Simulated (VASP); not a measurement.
# Sc (Pm-3m) in VASP: further runs

Sc is run at these levels: revPBE; tasks: single point, relaxation of cell and atoms.

Everything below comes from runs of VASP 6.6.1. Logs are shortened: lines on timing, memory, paths and dates and some standing lists are left out, and cuts for length are marked.

## Step 1: The cell of the first run

The structure is cubic, space group Pm-3m (No. 221). Conventional cell: a = 3.008 Å, b = 3.008 Å, c = 3.008 Å, α = 90.00°, β = 90.00°, γ = 90.00°. Within 4.0 Å of Sc (site symmetry m-3m) lie 6 Sc at 3.01 Å.

This isn't the form of Sc at room conditions, which is hcp.

## Step 2: Single point, revPBE

Input file INCAR:

```
SYSTEM = Sc
  PREC = Accurate
  ENCUT = 500
  EDIFF = 1E-6
  ISMEAR = -1
  SIGMA = 0.1
  LREAL = .False.
  LASPH = .True.
  NELM = 120
  ALGO = Normal
  ISIF = 2
  LWAVE = .False.
  LCHARG = .True.
  GGA = RE
  LELF = .True.
  LVHAR = .True.
  NBANDS = 12
  GGA_COMPAT = .False.
```

Input file KPOINTS:

```
regular mesh
0
Gamma
  10 10 10
  0 0 0
```

Input file POSCAR:

```
Sc
1.0
    3.0081801717      0.0000000000      0.0000000000
    0.0000000000      3.0081801717      0.0000000000
    0.0000000000      0.0000000000      3.0081801717
Sc
1
Direct
    0.0000000000      0.0000000000      0.0000000000
```

Potentials or basis: VASP PAW PBE potentials, release 64 (Sc_sv).

The run is started by

```
$ cat potpaw_PBE.64/Sc_sv/POTCAR > POTCAR
$ mpirun -np 1 vasp_std > vasp.out
```

OUTCAR:

```text
SYSTEM = Sc
   PREC = Accurate
   ENCUT = 500
   EDIFF = 1E-6
   ISMEAR = -1
   LREAL = .False.
   LASPH = .True.
   NELM = 120
   ISIF = 2
   GGA = RE

 ion  position               nearest neighbor table
   1  0.000  0.000  0.000-

  LATTYP: Found a simple cubic cell.
 ALAT       =     3.0081801717

  Lattice vectors:

 A1 = (   3.0081801717,   0.0000000000,   0.0000000000)
 A2 = (   0.0000000000,   3.0081801717,   0.0000000000)
 A3 = (   0.0000000000,   0.0000000000,   3.0081801717)

Analysis of symmetry for initial positions (statically):
=====================================================================
 Subroutine PRICEL returns:
 Original cell was already a primitive cell.

 Routine SETGRP: Setting up the symmetry group for a
 simple cubic supercell.

 Subroutine GETGRP returns: Found 48 space group operations
 (whereof 48 operations were pure point group operations)
 out of a pool of 48 trial point group operations.

The static configuration has the point symmetry O_h .

Analysis of symmetry for dynamics (positions and initial velocities):
=====================================================================
 Subroutine PRICEL returns:
 Original cell was already a primitive cell.

 Routine SETGRP: Setting up the symmetry group for a
 simple cubic supercell.

 Subroutine GETGRP returns: Found 48 space group operations
 (whereof 48 operations were pure point group operations)
 out of a pool of 48 trial point group operations.

The dynamic configuration has the point symmetry O_h .

 Subroutine INISYM returns: Found 48 space group operations
 (whereof 48 operations are pure point group operations),
 and found     1 'primitive' translations

----------------------------------------------------------------------------------------

                                     Primitive cell

  volume of cell :      27.2215

  direct lattice vectors                    reciprocal lattice vectors
     3.008180172  0.000000000  0.000000000     0.332426897  0.000000000  0.000000000
     0.000000000  3.008180172  0.000000000     0.000000000  0.332426897  0.000000000
     0.000000000  0.000000000  3.008180172     0.000000000  0.000000000  0.332426897

  length of vectors
     3.008180172  3.008180172  3.008180172     0.332426897  0.332426897  0.332426897

  position of ions in fractional coordinates (direct lattice)
     0.000000000  0.000000000  0.000000000

  ion indices of the primitive-cell ions
   primitive index   ion index
                 1           1

----------------------------------------------------------------------------------------

 KPOINTS: regular mesh

Automatic generation of k-mesh.
 Grid dimensions read from file:
 generate k-points for:   10   10   10

 Generating k-lattice:

  Cartesian coordinates                     Fractional coordinates (reciprocal lattice)
     0.033242690  0.000000000  0.000000000     0.100000000  0.000000000  0.000000000
     0.000000000  0.033242690  0.000000000     0.000000000  0.100000000  0.000000000
     0.000000000  0.000000000  0.033242690     0.000000000  0.000000000  0.100000000

  Length of vectors
     0.033242690  0.033242690  0.033242690

  Shift w.r.t. Gamma in fractional coordinates (k-lattice)
     0.000000000  0.000000000  0.000000000

 Subroutine IBZKPT returns following result:
 ===========================================

 Found     56 irreducible k-points:

 Following reciprocal coordinates:
            Coordinates               Weight
  0.000000  0.000000  0.000000      1.000000
  0.100000  0.000000  0.000000      6.000000
  0.200000  0.000000  0.000000      6.000000
  0.300000  0.000000  0.000000      6.000000
  0.400000  0.000000  0.000000      6.000000
  0.500000  0.000000  0.000000      3.000000
[... 16 lines left out ...]
  0.200000  0.100000  0.100000     24.000000
  0.300000  0.100000  0.100000     24.000000
 [... further k-points ...]
   k-points           NKPTS =     56   k-points in BZ     NKDIM =     56   number of bands    NBANDS=     12
   number of dos      NEDOS =    301   number of ions     NIONS =      1
   total plane-waves  NPLWV =  13824
   dimension x,y,z NGX =    24 NGY =   24 NGZ =   24
   dimension x,y,z NGXF=    48 NGYF=   48 NGZF=   48
   ions per type =               1
   NGX,Y,Z   is equivalent  to a cutoff of  13.26, 13.26, 13.26 a.u.
   NGXF,Y,Z  is equivalent  to a cutoff of  26.53, 26.53, 26.53 a.u.
 SYSTEM =  Sc
   PREC   = accura    normal or accurate (medium, high low for compatibility)
   ISTART =      0    job   : 0-new  1-cont  2-samecut
   ICHARG =      2    charge: 1-file 2-atom 10-const
   ISPIN  =      1    spin polarized calculation?
   LNONCOLLINEAR =      F non collinear calculations
   LSORBIT =      F    spin-orbit coupling
   LASPH  =      T    aspherical Exc in radial PAW
   ENCUT  =  500.0 eV  36.75 Ry    6.06 a.u.   5.48  5.48  5.48*2*pi/ulx,y,z
   NELM   =    120;   NELMIN=  2; NELMDL= -5     # of ELM steps
   EDIFF  = 0.1E-05   stopping-criterion for ELM
   LREAL  =      F    real-space projection
   EDIFFG = 0.1E-04   stopping-criterion for IOM
   NSW    =      0    number of steps for IOM
   IBRION =     -1    ionic relax: 0-MD 1-quasi-New 2-CG
   NFREE  =      0    steps in history (QN), initial steepest desc. (CG)
   ISIF   =      2    stress and relaxation
   ISYM   =      2    0-nonsym 1-usesym 2-fastsym
   POTIM  = 0.5000    time-step for ionic-motion
   TEBEG  =    0.0;   TEEND  =   0.0 temperature during run
   PSTRESS=    0.0 pullay stress
   NELECT =      11.0000    total number of electrons
   NUPDOWN=      -1.0000    fix difference up-down
   EMIN   =  10.00;   EMAX   =-10.00  energy-range for DOS
   EFERMI =   0.00;   METHOD = LEGACY
   ISMEAR =    -1;   SIGMA  =   0.10  broadening in eV -4-tet -1-fermi 0-gaus
   EFERMI_NEDOS =   21; number of points for ismear=-14 and -15
   IALGO  =     38    algorithm
   IMIX   =      4    mixing-type and parameters
     AMIX     =   0.40;   BMIX     =  1.00
     AMIX_MAG =   1.60;   BMIX_MAG =  1.00
  volume/ion in A,a.u.               =      27.22       183.70
  Fermi-wavevector in a.u.,A,eV,Ry     =   1.210325  2.287182 19.930981  1.464886
  Thomas-Fermi vector in A             =   2.345875
   LORBIT       =      0    0 simple, 1 ext, 2 COOP (PROOUT), +10 PAW based schemes
   GGA     = RE    functional components
   LHFCALC =     F    Hartree Fock is set to
   AEXX    =    0.0000 exact exchange contribution
   IVDW    =     0    specifies the selected vdW correction
   LEPSILON=     F    determine dielectric tensor
   LRPA    =     F    only Hartree local field effects (RPA)
 non-spin polarized calculation
  energy-cutoff  :      500.00
  volume of cell :       27.22
 maximum number of plane-waves:       739
 NGX is ok and might be reduce to    24
   NGX = 11   NGY = 11   NGZ = 11

 number of electron      11.0000004 magnetization

 Free energy of the ion-electron system (eV)
  ---------------------------------------------------
  ext. energy  EPLUGINS =         0.00000000
  ---------------------------------------------------
  free energy    TOTEN  =        -5.27365950 eV

  energy without entropy =       -5.18234952  energy(sigma->0) =       -5.22800451

 E-fermi :   3.3175     XC(G=0):  -9.3380

 val. band max:        3.3143679289   @ k =   0.3000   0.1000   0.0000
 cond. band min:       3.3240278097   @ k =   0.4000   0.3000   0.1000
 fundamental gap:      0.0096598808
 Fermi energy:         3.3175046336

 k-point     1 :       0.0000    0.0000    0.0000
  band No.  band energies     occupation
      1     -46.5582      2.00000
      2     -24.9145      2.00000
      3     -24.9145      2.00000
      4     -24.9145      2.00000
      5      -1.6131      2.00000
      6       2.8800      1.97514
      7       2.8800      1.97514
      8       6.9040      0.00000
      9       6.9040      0.00000
     10       6.9040      0.00000
     11      15.1362      0.00000
     12      15.1362      0.00000

 k-point     2 :       0.1000    0.0000    0.0000
  band No.  band energies     occupation
      1     -46.5532      2.00000
      2     -24.9585      2.00000
      3     -24.9107      2.00000
      4     -24.9107      2.00000
      5      -1.4185      2.00000
      6       2.9300      1.95933
      7       2.9908      1.92660
      8       6.7360      0.00000
      9       6.7360      0.00000
     10       6.9162      0.00000
     11      13.7897      0.00000
     12      15.4615      0.00000

 k-point     3 :       0.2000    0.0000    0.0000
  band No.  band energies     occupation
      1     -46.5401      2.00000
      2     -25.0724      2.00000
      3     -24.9009      2.00000
      4     -24.9009      2.00000
      5      -0.8627      2.00000
      6       3.0649      1.85193
      7       3.2519      1.31665
      8       6.3354      0.00000
      9       6.3354      0.00000
     10       6.9484      0.00000
     11      11.7480      0.00000
     12      16.3370      0.00000
[... 286 lines left out ...]
 k-point    23 :       0.2000    0.1000    0.1000
  band No.  band energies     occupation
      1     -46.5303      2.00000
      2     -25.0637      2.00000
      3     -24.9423      2.00000
      4     -24.9381      2.00000
      5      -0.4981      2.00000
      6       3.2653      1.25511
      7       3.4133      0.55467
      8       6.1387      0.00000
      9       6.1598      0.00000
     10       6.6287      0.00000
     11      12.2178      0.00000
     12      14.9299      0.00000

 k-point    24 :       0.3000    0.1000    0.1000
  band No.  band energies     occupation
      1     -46.5142      2.00000
      2     -25.2006      2.00000
      3     -24.9296      2.00000
      4     -24.9255      2.00000
      5       0.3120      2.00000
      6       3.4499      0.42024
      7       3.5649      0.15536
      8       5.6714      0.00000
      9       5.8491      0.00000
     10       6.6832      0.00000
     11      10.4773      0.00000
     12      15.7693      0.00000

 [... further k-points ...]

------------------------ aborting loop because EDIFF is reached ----------------------------------------

  FORCE on cell =-STRESS in cart. coord.  units (eV):
  Direction    XX          YY          ZZ          XY          YZ          ZX
  --------------------------------------------------------------------------------------
  -------------------------------------------------------------------------------------
  Total        0.0092840      0.0092840      0.0092840      0.0000000     -0.0000000      0.0000000
  in kB        0.5464325      0.5464325      0.5464325      0.0000000     -0.0000000      0.0000000
  external PRESSURE =       0.5464325 kB  Pullay stress =       0.0000000 kB

 VOLUME and BASIS-vectors are now :
 -----------------------------------------------------------------------------
  energy-cutoff  :      500.00
  volume of cell :       27.22
      direct lattice vectors                 reciprocal lattice vectors
     3.008180172  0.000000000  0.000000000     0.332426897  0.000000000  0.000000000
     0.000000000  3.008180172  0.000000000     0.000000000  0.332426897  0.000000000
     0.000000000  0.000000000  3.008180172     0.000000000  0.000000000  0.332426897

 POSITION                                       TOTAL-FORCE (eV/Angst)
 -----------------------------------------------------------------------------------
      0.00000      0.00000      0.00000         0.000000      0.000000      0.000000
 -----------------------------------------------------------------------------------
    total drift:                                0.000000      0.000000      0.000000

  FREE ENERGIE OF THE ION-ELECTRON SYSTEM (eV)
  ---------------------------------------------------
  free  energy   TOTEN  =        -5.2736595026 eV

  energy  without entropy=       -5.1823495187  energy(sigma->0) =       -5.22800451
```

It took 22 s on 1 thread of Intel Xeon 8259CL, shared host; peak memory 0.14 GiB.

Results:

| Property | Result |
| --- | --- |
| Free energy | -5.2737 eV |
| Pressure | 0.1 GPa |
| Band gap on the k mesh | zero (an odd number of electrons rules out a gap without spin polarisation) |

Levels at points of the mesh, in eV from the Fermi level:
| k point | band 3 | band 4 | band 5 | band 6 | band 7 | band 8 | band 9 | band 10 |
| --- | --- | --- | --- | --- | --- | --- | --- | --- |
| (0.00, 0.00, 0.00) | -28.23 | -28.23 | -4.93 | -0.44 | -0.44 | 3.59 | 3.59 | 3.59 |
| (0.50, 0.00, 0.00) | -28.19 | -28.19 | -1.66 | -0.58 | 0.13 | 2.15 | 2.15 | 3.72 |
| (0.50, 0.50, 0.00) | -28.62 | -28.16 | -1.60 | 0.21 | 2.48 | 2.48 | 3.44 | 3.44 |
| (0.50, 0.50, 0.50) | -28.56 | -28.56 | -0.39 | -0.39 | -0.39 | 4.49 | 4.49 | 7.23 |

Caveat: the PAW data sets were made with another functional, which shifts forces and pressure a little.

## Step 3: Relaxation of cell and atoms, revPBE

This run uses another cell than the first one, of 27.00 Å³/atom.

Input file INCAR:

```
PREC = Accurate ; ENCUT = 500
EDIFF = 1E-7 ; ISMEAR = -1
SIGMA = 0.1 ; LREAL = F
LASPH = T ; NELM = 120
ALGO = Normal ; ISIF = 3
LWAVE = F ; LCHARG = F
GGA = RE ; IBRION = 2
NSW = 80 ; EDIFFG = -0.01
GGA_COMPAT = F ; NELMIN = 4
```

Input file KPOINTS:

```
regular mesh
0
Gamma
  10 10 10
```

Input file POSCAR:

```
Sc
1.0
    3.0000848774      0.0000000000      0.0000000000
    0.0000000000      3.0000848774      0.0000000000
    0.0000000000      0.0000000000      3.0000848774
Sc
1
Direct
    0.0000000000      0.0000000000      0.0000000000
```

Potentials or basis: VASP PAW PBE potentials, release 64 (Sc_sv).

The run is started by

```
$ cat potpaw_PBE.64/Sc_sv/POTCAR > POTCAR
$ mpirun -np 1 vasp_std > vasp.out
```

It took 30 s on 1 thread of Intel Xeon 8259CL, shared host; peak memory 0.15 GiB.

The run converged. Its results:

* Free energy: -5.2736 eV
* Relaxed volume: 27.22 Å³/atom
* Relaxed cell: a = 3.008 Å, b = 3.008 Å, c = 3.008 Å, α = 90.00°, β = 90.00°, γ = 90.00°
* Space group after relaxing (to 0.1 Å): Pm-3m (No. 221)
* Energy gained by relaxing: 0.3 meV/atom
* Ionic steps: 2
* Pressure after relaxing: 0.1 GPa
* Band gap on the k mesh: zero (an odd number of electrons rules out a gap without spin polarisation)

The path:
```csv
step,energy change (eV),largest force (eV/Å),pressure (GPa),volume (Å³)
1,0.0000,0.0000,0.34,27.00
2,-0.0003,0.0000,0.05,27.22
```

Final structure:
```
CELL_PARAMETERS angstrom
3.00831 0.00000 0.00000
0.00000 3.00831 0.00000
0.00000 0.00000 3.00831
ATOMIC_POSITIONS crystal
Sc 0.00000 0.00000 0.00000
```

Levels at points of the mesh, in eV from the Fermi level:
```tsv
k point	band 2	band 3	band 4	band 5	band 6	band 7	band 8	band 9
(0.00, 0.00, 0.00)	-28.23	-28.23	-28.23	-4.93	-0.44	-0.44	3.59	3.59
(0.50, 0.00, 0.00)	-28.68	-28.19	-28.19	-1.66	-0.58	0.13	2.15	2.15
(0.50, 0.50, 0.00)	-28.62	-28.62	-28.16	-1.60	0.21	2.48	2.48	3.44
(0.50, 0.50, 0.50)	-28.56	-28.56	-28.56	-0.39	-0.39	-0.39	4.49	4.49
```

Caveat: the PAW data sets were made with another functional, which shifts forces and pressure a little.
